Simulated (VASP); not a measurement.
Wanted: the native input for a VASP 6.6.1 run.

* Task: single point
* Functional: PBE
* Potentials or basis: VASP PAW PBE potentials, release 64 (Si, O, Al, N)
* Cutoff: 520 eV
* k mesh: 1 × 1 × 1, shifted
* Occupations: fermi-dirac, width 0.3447 eV
* Spin: no spin polarisation
* Dipole correction: no
* Further INCAR settings: ALGO = Normal; EDIFF = 1e-06; NBANDS = 49; ISYM = 0

The structure of AlSi4NO8 lies in POSCAR:

```
AlSi4NO8
1.0
    5.7572110000     -0.1084800000      0.0355500000
   -0.1084800000      5.9047110000     -0.0767980000
    0.0355500000     -0.0767980000      5.9747940000
Si O Al N
4 8 1 1
Direct
    0.4071067727      0.2271248921      0.7522058655
   -0.1812194205      0.4397226383      0.0627722344
    0.1473988990      0.0596550210      0.0988414589
    0.3969977321      0.9461266414      0.5080480372
    0.1782576550      1.0212929975      0.8072554803
   -0.1348856252      0.3810799886      0.7898329825
    0.8077664358      0.6681867244      1.2012682458
    0.5421273195      0.3656965008     -0.0022112673
    0.2859101459      0.8984762931      0.2707924452
   -0.0416720969      0.2358101244      0.2152949857
    0.6922705502      0.9054181328      0.5692583014
    0.3417221538      0.4923420740      0.6193734318
    0.8138816021      0.5982497408      0.5106897230
    0.4513947139      0.6261383174      0.4546799586
```

One way to write it, as run:

INCAR

```
PREC     = Accurate       # precision mode
ENCUT    = 520            # plane-wave cutoff, eV
EDIFF    = 1E-6           # SCF threshold, eV
ISMEAR   = -1             # smearing method
SIGMA    = 0.3447         # smearing width, eV
LREAL    = F              # projectors in reciprocal space
LASPH    = T              # aspherical terms in the spheres
NELM     = 80             # most SCF steps
ALGO     = Normal         # electronic algorithm
ISIF     = 2              # what is computed and relaxed
LWAVE    = F              # write WAVECAR
LCHARG   = T              # write CHGCAR
GGA      = PE             # functional
LELF     = T              # ELF
LVHAR    = T            
ISYM     = 0            
NBANDS   = 49             # bands
```

KPOINTS

```
Automatic mesh
0
Gamma
  1 1 1
  0.25 0.25 0.25
```

Potentials or basis: VASP PAW PBE potentials, release 64 (Si, O, Al, N).

The run is started by

```sh
$ cat potpaw_PBE.64/Si/POTCAR potpaw_PBE.64/O/POTCAR potpaw_PBE.64/Al/POTCAR potpaw_PBE.64/N/POTCAR > POTCAR
$ mpirun -np 1 vasp_std > vasp.out
```

Results of the run:

```
Pressure               : -2.6 GPa
Largest force          : 6.873 eV/Å
Band gap on the k mesh : 0.49 eV
```

Caveat: the k points lie up to 1.09 Å⁻¹ apart.

Wall time 50 s on 1 thread of Intel Xeon 8259CL, with other jobs on the host, peak memory 0.32 GiB.
